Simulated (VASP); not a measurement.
# HPt6 in VASP: a series of runs

The runs below take HPt6 through single point, with PBE.

Everything below comes from runs of VASP 6.6.1. Logs are shortened: lines on timing, memory, paths and dates and some standing lists are left out, and cuts for length are marked.

## (1) The cell of the first run

The cell holds a slab with vacuum, 14 atoms: a = 5.614 Å, b = 5.614 Å, c = 22.619 Å, α = 90.00°, β = 90.00°, γ = 120.00°.

## (2) Single point, PBE

INCAR reads:

```
SYSTEM = HPt6
PREC     = Accurate       ! precision mode
ENCUT    = 520            ! plane-wave cutoff, eV
EDIFF    = 1E-6           ! SCF threshold, eV
ISMEAR   = 0              ! smearing method
SIGMA    = 0.1            ! smearing width, eV
LREAL    = .FALSE.        ! projectors in reciprocal space
LASPH    = .TRUE.         ! aspherical terms in the spheres
NELM     = 100            ! most SCF steps
ALGO     = Normal         ! electronic algorithm
ISIF     = 2              ! what is computed and relaxed
LWAVE    = .FALSE.        ! write WAVECAR
LCHARG   = .TRUE.         ! write CHGCAR
LDIPOL   = .TRUE.       
IDIPOL   = 3            
DIPOL    = 0.5 0.5 0.310
GGA      = PE             ! functional
LELF     = .TRUE.         ! ELF
LVHAR    = .TRUE.       
LVACPOTAV= .TRUE.       
NBANDS   = 74             ! bands
```

KPOINTS reads:

```
Automatic mesh
0
G
  6 6 1
  0 0 0
```

POSCAR reads:

```
HPt6
1.0
    5.6143281343      0.0000000000      0.0000000000
   -2.8071640672      4.8621507895      0.0000000000
    0.0000000000      0.0000000000     22.6192653717
Pt H
12 2
Direct
    0.3333333333      0.1666666667      0.1768404028
    0.3333333333      0.6666666667      0.1768404028
    0.8333333333      0.1666666667      0.1768404028
    0.8333333333      0.6666666667      0.1768404028
    0.1666666667      0.3333333333      0.2789526245
    0.1666666667      0.8333333333      0.2789526245
    0.6666666667      0.3333333333      0.2789526245
    0.6666666667      0.8333333333      0.2789526245
    0.0000000000      0.0000000000      0.3810585901
    0.0000000000      0.5000000000      0.3810585901
    0.5000000000      0.0000000000      0.3810585901
    0.5000000000      0.5000000000      0.3810585901
    0.2165785766      0.4331571533      0.4960048519
    0.2834214234      0.5668428467      0.4960048519
```

Potentials or basis: VASP PAW PBE potentials, release 64 (Pt, H).

Run with:

```bash
> cat potpaw_PBE.64/Pt/POTCAR potpaw_PBE.64/H/POTCAR > POTCAR
> mpirun -np 1 vasp_std > vasp.out
```

OUTCAR:

```text
SYSTEM = HPt6
   PREC = Accurate
   ENCUT = 520
   EDIFF = 1E-6
   ISMEAR = 0
   LREAL = .FALSE.
   LASPH = .TRUE.
   NELM = 100
   ISIF = 2
   GGA = PE

 ion  position               nearest neighbor table
   1  0.333  0.167  0.177-   4 2.81   4 2.81   3 2.81   3 2.81   2 2.81   2 2.81   5 2.82   7 2.82
                             6 2.82
   2  0.333  0.667  0.177-   3 2.81   3 2.81   4 2.81   4 2.81   1 2.81   1 2.81   6 2.82   8 2.82
                             5 2.82
   3  0.833  0.167  0.177-   2 2.81   2 2.81   1 2.81   1 2.81   4 2.81   4 2.81   7 2.82   5 2.82
                             8 2.82
   4  0.833  0.667  0.177-   1 2.81   1 2.81   2 2.81   2 2.81   3 2.81   3 2.81   8 2.82   6 2.82
                             7 2.82
   5  0.167  0.333  0.279-   8 2.81   8 2.81   7 2.81   7 2.81   6 2.81   6 2.81  12 2.82   9 2.82
                            10 2.82   1 2.82   3 2.82   2 2.82
   6  0.167  0.833  0.279-   7 2.81   7 2.81   8 2.81   8 2.81   5 2.81   5 2.81  11 2.82  10 2.82
                             9 2.82   2 2.82   4 2.82   1 2.82
   7  0.667  0.333  0.279-   6 2.81   6 2.81   5 2.81   5 2.81   8 2.81   8 2.81  10 2.82  11 2.82
                            12 2.82   3 2.82   1 2.82   4 2.82
   8  0.667  0.833  0.279-   5 2.81   5 2.81   6 2.81   6 2.81   7 2.81   7 2.81   9 2.82  12 2.82
                            11 2.82   4 2.82   2 2.82   3 2.82
   9  0.000  0.000  0.381-  12 2.81  12 2.81  11 2.81  11 2.81  10 2.81  10 2.81   8 2.82   5 2.82
                             6 2.82
  10  0.000  0.500  0.381-  11 2.81  11 2.81  12 2.81  12 2.81   9 2.81   9 2.81   7 2.82   6 2.82
                             5 2.82
  11  0.500  0.000  0.381-  10 2.81  10 2.81   9 2.81   9 2.81  12 2.81  12 2.81   6 2.82   7 2.82
                             8 2.82
  12  0.500  0.500  0.381-   9 2.81   9 2.81  10 2.81  10 2.81  11 2.81  11 2.81   5 2.82   8 2.82
                             7 2.82
  13  0.217  0.433  0.496-  14 0.65
  14  0.283  0.567  0.496-  13 0.65

  LATTYP: Found a hexagonal cell.
 ALAT       =     5.6143281343
 C/A-ratio  =     4.0288463429

  Lattice vectors:

 A1 = (   5.6143281343,   0.0000000000,   0.0000000000)
 A2 = (  -2.8071640672,   4.8621507895,   0.0000000000)
 A3 = (   0.0000000000,   0.0000000000,  22.6192653717)

Analysis of symmetry for initial positions (statically):
=====================================================================
 Subroutine PRICEL returns:
 Original cell was already a primitive cell.

 Routine SETGRP: Setting up the symmetry group for a
 hexagonal supercell.

 Subroutine GETGRP returns: Found  2 space group operations
 (whereof  2 operations were pure point group operations)
 out of a pool of 24 trial point group operations.

The static configuration has the point symmetry C_1h.

Analysis of symmetry for dynamics (positions and initial velocities):
=====================================================================
 Subroutine PRICEL returns:
 Original cell was already a primitive cell.

 Routine SETGRP: Setting up the symmetry group for a
 hexagonal supercell.

 Subroutine GETGRP returns: Found  2 space group operations
 (whereof  2 operations were pure point group operations)
 out of a pool of 24 trial point group operations.

The dynamic configuration has the point symmetry C_1h.

 Subroutine INISYM returns: Found  2 space group operations
 (whereof  2 operations are pure point group operations),
 and found     1 'primitive' translations

----------------------------------------------------------------------------------------

                                     Primitive cell

  volume of cell :     617.4541

  direct lattice vectors                    reciprocal lattice vectors
     5.614328134  0.000000000  0.000000000     0.178115703  0.102835149  0.000000000
    -2.807164067  4.862150790  0.000000000     0.000000000  0.205670298  0.000000000
     0.000000000  0.000000000 22.619265372     0.000000000  0.000000000  0.044210101

  length of vectors
     5.614328134  5.614328134 22.619265372     0.205670298  0.205670298  0.044210101

  position of ions in fractional coordinates (direct lattice)
     0.333333333  0.166666667  0.176840403
     0.333333333  0.666666667  0.176840403
     0.833333333  0.166666667  0.176840403
     0.833333333  0.666666667  0.176840403
     0.166666667  0.333333333  0.278952625
     0.166666667  0.833333333  0.278952625
[... 55 lines left out ...]
  0.166667  0.000000  0.000000      4.000000
  0.000000  0.166667  0.000000      2.000000
  0.333333  0.000000  0.000000      4.000000
  0.000000  0.333333  0.000000      2.000000
  0.500000  0.000000  0.000000      2.000000
  0.000000  0.500000  0.000000      1.000000
  0.166667  0.166667  0.000000      4.000000
 -0.333333  0.166667  0.000000      2.000000
  0.333333  0.166667  0.000000      4.000000
 -0.166667  0.500000  0.000000      4.000000
  0.500000  0.333333  0.000000      4.000000
  0.333333  0.333333  0.000000      2.000000
   k-points           NKPTS =     13   k-points in BZ     NKDIM =     13   number of bands    NBANDS=     74
   number of dos      NEDOS =    301   number of ions     NIONS =     14
   total plane-waves  NPLWV = 296352
   dimension x,y,z NGX =    42 NGY =   42 NGZ =  168
   dimension x,y,z NGXF=    84 NGYF=   84 NGZF=  336
   ions per type =              12   2
   NGX,Y,Z   is equivalent  to a cutoff of  12.44, 12.44, 12.35 a.u.
   NGXF,Y,Z  is equivalent  to a cutoff of  24.87, 24.87, 24.70 a.u.
 SYSTEM =  HPt6
   PREC   = accura    normal or accurate (medium, high low for compatibility)
   ISTART =      0    job   : 0-new  1-cont  2-samecut
   ICHARG =      2    charge: 1-file 2-atom 10-const
   ISPIN  =      1    spin polarized calculation?
   LNONCOLLINEAR =      F non collinear calculations
   LSORBIT =      F    spin-orbit coupling
   LASPH  =      T    aspherical Exc in radial PAW
   ENCUT  =  520.0 eV  38.22 Ry    6.18 a.u.  10.44 10.44 42.06*2*pi/ulx,y,z
   NELM   =    100;   NELMIN=  2; NELMDL= -5     # of ELM steps
   EDIFF  = 0.1E-05   stopping-criterion for ELM
   LREAL  =      F    real-space projection
   EDIFFG = 0.1E-04   stopping-criterion for IOM
   NSW    =      0    number of steps for IOM
   IBRION =     -1    ionic relax: 0-MD 1-quasi-New 2-CG
   NFREE  =      0    steps in history (QN), initial steepest desc. (CG)
   ISIF   =      2    stress and relaxation
   ISYM   =      2    0-nonsym 1-usesym 2-fastsym
   POTIM  = 0.5000    time-step for ionic-motion
   TEBEG  =    0.0;   TEEND  =   0.0 temperature during run
   PSTRESS=    0.0 pullay stress
   NELECT =     122.0000    total number of electrons
   NUPDOWN=      -1.0000    fix difference up-down
   EMIN   =  10.00;   EMAX   =-10.00  energy-range for DOS
   EFERMI =   0.00;   METHOD = LEGACY
   ISMEAR =     0;   SIGMA  =   0.10  broadening in eV -4-tet -1-fermi 0-gaus
   EFERMI_NEDOS =   21; number of points for ismear=-14 and -15
   IALGO  =     38    algorithm
   IMIX   =      4    mixing-type and parameters
     AMIX     =   0.40;   BMIX     =  1.00
     AMIX_MAG =   1.60;   BMIX_MAG =  1.00
  volume/ion in A,a.u.               =      44.10       297.63
  Fermi-wavevector in a.u.,A,eV,Ry     =   0.953513  1.801878 12.370236  0.909187
  Thomas-Fermi vector in A             =   2.082175
   LORBIT       =      0    0 simple, 1 ext, 2 COOP (PROOUT), +10 PAW based schemes
   GGA     = PE    functional components
   LHFCALC =     F    Hartree Fock is set to
   AEXX    =    0.0000 exact exchange contribution
   IVDW    =     0    specifies the selected vdW correction
   LEPSILON=     F    determine dielectric tensor
   LRPA    =     F    only Hartree local field effects (RPA)
 non-spin polarized calculation
 Gauss-broadening in eV      SIGMA  =   0.10
  energy-cutoff  :      520.00
  volume of cell :      617.45
 maximum number of plane-waves:     16729
 NGX is ok and might be reduce to    42
   NGX = 21   NGY = 21   NGZ = 85

 dipolmoment           0.000000      0.000000      0.001149 electrons x Angstroem

 number of electron     121.9999985 magnetization

 dipolmoment           0.000000      0.000000     -0.039903 electrons x Angstroem

 Free energy of the ion-electron system (eV)
  ---------------------------------------------------
  ext. energy  EPLUGINS =         0.00000000
  ---------------------------------------------------
  free energy    TOTEN  =       -74.46546908 eV

  energy without entropy =      -74.30127931  energy(sigma->0) =      -74.38337419

 E-fermi :  -0.7417     XC(G=0):  -5.0044

 val. band max:       -0.7435057055   @ k =   0.1667   0.0000   0.0000
 cond. band min:      -0.7408565192   @ k =   0.0000   0.0000   0.0000
 fundamental gap:      0.0026491863
 Fermi energy:        -0.7416613284

 k-point     1 :       0.0000    0.0000    0.0000
  band No.  band energies     occupation
      1      -9.5408      2.00000
      2      -7.8487      2.00000
      3      -7.3453      2.00000
      4      -6.9339      2.00000
      5      -6.9276      2.00000
      6      -6.9270      2.00000
[... 977 lines left out ...]
     72       4.3523      0.00000
     73       4.3749      0.00000
 [bands above 73 left out]

------------------------ aborting loop because EDIFF is reached ----------------------------------------

  FORCE on cell =-STRESS in cart. coord.  units (eV):
  Direction    XX          YY          ZZ          XY          YZ          ZX
  --------------------------------------------------------------------------------------
  -------------------------------------------------------------------------------------
  Total      -18.9239926    -15.6877338      0.2877890      0.0000000     -0.0201723      0.0000000
  in kB      -49.1042001    -40.7067175      0.7467583      0.0000000     -0.0523432      0.0000000
  external PRESSURE =     -29.6880531 kB  Pullay stress =       0.0000000 kB

 VOLUME and BASIS-vectors are now :
 -----------------------------------------------------------------------------
  energy-cutoff  :      520.00
  volume of cell :      617.45
      direct lattice vectors                 reciprocal lattice vectors
     5.614328134  0.000000000  0.000000000     0.178115703  0.102835149  0.000000000
    -2.807164067  4.862150790  0.000000000     0.000000000  0.205670298  0.000000000
     0.000000000  0.000000000 22.619265372     0.000000000  0.000000000  0.044210101

 POSITION                                       TOTAL-FORCE (eV/Angst)
 -----------------------------------------------------------------------------------
      1.40358      0.81036      4.00000        -0.007242     -0.000110      0.024041
     -0.00000      3.24143      4.00000         0.000000     -0.005204      0.021691
      4.21075      0.81036      4.00000         0.007242     -0.000110      0.024041
      2.80716      3.24143      4.00000        -0.000000      0.008359      0.016424
      0.00000      1.62072      6.30970         0.000000     -0.006026     -0.025641
     -1.40358      4.05179      6.30970         0.006298      0.001152     -0.004517
      2.80716      1.62072      6.30970        -0.000000      0.005323     -0.042495
      1.40358      4.05179      6.30970        -0.006298      0.001152     -0.004517
      0.00000      0.00000      8.61927         0.000000     -0.025735     -0.051478
     -1.40358      2.43108      8.61927        -0.047816      0.007959     -0.088908
      2.80716      0.00000      8.61927        -0.000000      0.006365     -0.048778
      1.40358      2.43108      8.61927         0.047816      0.007959     -0.088908
     -0.00000      2.10608     11.21927         0.000000     -4.988877      0.134548
      0.00000      2.75608     11.21927        -0.000000      4.987793      0.134496
 -----------------------------------------------------------------------------------
    total drift:                               -0.000000     -0.000026     -0.000021

  FREE ENERGIE OF THE ION-ELECTRON SYSTEM (eV)
  ---------------------------------------------------
  free  energy   TOTEN  =       -74.4654690766 eV

  energy  without entropy=      -74.3012793084  energy(sigma->0) =      -74.38337419

 vacuum level on the upper side and lower side of the slab         4.810         5.075
```

Wall time 21 min (1 thread of Intel Xeon 6975P-C (Granite Rapids), shared host); peak memory 0.82 GiB.

What came out:

```
Free energy            : -74.4655 eV
Largest force          : 4.991 eV/Å
Band gap on the k mesh : zero (bands 61 and 62 overlap by 0.75 eV)
```

Forces in eV/Å, atoms in the order of the input:
```
Pt  -0.007  0.000  0.024
Pt   0.000 -0.005  0.022
Pt   0.007  0.000  0.024
Pt   0.000  0.008  0.016
Pt   0.000 -0.006 -0.026
Pt   0.006  0.001 -0.005
Pt   0.000  0.005 -0.042
Pt  -0.006  0.001 -0.005
Pt   0.000 -0.026 -0.051
Pt  -0.048  0.008 -0.089
Pt   0.000  0.006 -0.049
Pt   0.048  0.008 -0.089
H    0.000 -4.989  0.135
H    0.000  4.988  0.134
```

Levels at points of the mesh, in eV from the Fermi level:
```csv
k point,band 59,band 60,band 61,band 62,band 63,band 64
"(0.00, 0.00, 0.00)",0.54,0.54,0.55,0.59,0.59,0.59
"(0.50, 0.00, 0.00)",-0.50,-0.11,-0.10,0.03,0.03,0.27
"(0.00, 0.50, 0.00)",-0.49,-0.12,-0.10,0.03,0.04,0.27
```

Caveat: spin-orbit coupling is left out, which moves the levels of the heavy elements.

## (3) Single point, PBE

INCAR reads:

```
PREC     = Accurate       # precision mode
ENCUT    = 520            # plane-wave cutoff, eV
EDIFF    = 1E-6           # SCF threshold, eV
ISMEAR   = 0              # smearing method
SIGMA    = 0.1            # smearing width, eV
LREAL    = False          # projectors in reciprocal space
LASPH    = True           # aspherical terms in the spheres
NELM     = 80             # most SCF steps
ALGO     = Normal         # electronic algorithm
ISIF     = 2              # what is computed and relaxed
LWAVE    = False          # write WAVECAR
LCHARG   = False          # write CHGCAR
LDIPOL   = True         
IDIPOL   = 3            
DIPOL    = 0.5 0.5 0.306
GGA      = PE             # functional
NBANDS   = 74             # bands
```

KPOINTS reads:

```
Automatic mesh
0
Gamma
  6 6 1
```

POSCAR, as its differences from that of step 2:

```diff
@@ -20,3 +20,3 @@
     0.5000000000      0.5000000000      0.3810585901
-    0.2165785766      0.4331571533      0.4960048519
-    0.2834214234      0.5668428467      0.4960048519
+    0.1731307263      0.3462614525      0.4716892966
+    0.3268692737      0.6537385475      0.4716892966
```

Potentials or basis: VASP PAW PBE potentials, release 64 (Pt, H).

Run with:

```bash
> cat potpaw_PBE.64/Pt/POTCAR potpaw_PBE.64/H/POTCAR > POTCAR
> mpirun -np 1 vasp_std > vasp.out
```

It took 50 min on 1 thread of Intel Xeon 8259CL, shared host; peak memory 0.86 GiB.

It converged, with:

```
Free energy            : -72.6699 eV
Largest force          : 2.139 eV/Å
Band gap on the k mesh : zero (bands 61 and 62 overlap by 0.77 eV)
```

Forces in eV/Å, atoms in the order of the input:
```
Pt   0.021 -0.005  0.020
Pt   0.000  0.032  0.051
Pt  -0.021 -0.005  0.020
Pt   0.000  0.012  0.090
Pt   0.000 -0.073 -0.225
Pt  -0.021  0.003 -0.001
Pt   0.000  0.043  0.161
Pt   0.021  0.003 -0.001
Pt   0.000  0.112  0.289
Pt   0.089  0.014  0.628
Pt   0.000 -0.153  0.287
Pt  -0.089  0.014  0.628
H    0.000  1.900 -0.964
H    0.000 -1.899 -0.984
```

Levels at points of the mesh, in eV from the Fermi level:
| k point | band 57 | band 58 | band 59 | band 60 | band 61 | band 62 | band 63 | band 64 | band 65 | band 66 |
| --- | --- | --- | --- | --- | --- | --- | --- | --- | --- | --- |
| (0.00, 0.00, 0.00) | 0.20 | 0.21 | 0.49 | 0.51 | 0.52 | 0.57 | 0.57 | 0.57 | 0.79 | 1.15 |
| (0.50, 0.00, 0.00) | -0.73 | -0.67 | -0.22 | -0.17 | 0.00 | 0.02 | 0.03 | 0.24 | 0.27 | 1.24 |
| (0.00, 0.50, 0.00) | -0.72 | -0.72 | -0.21 | -0.20 | -0.01 | 0.02 | 0.03 | 0.25 | 0.26 | 1.21 |

Caveat: spin-orbit coupling is left out, which moves the levels of the heavy elements.

(Continued in part 2 of 3.)
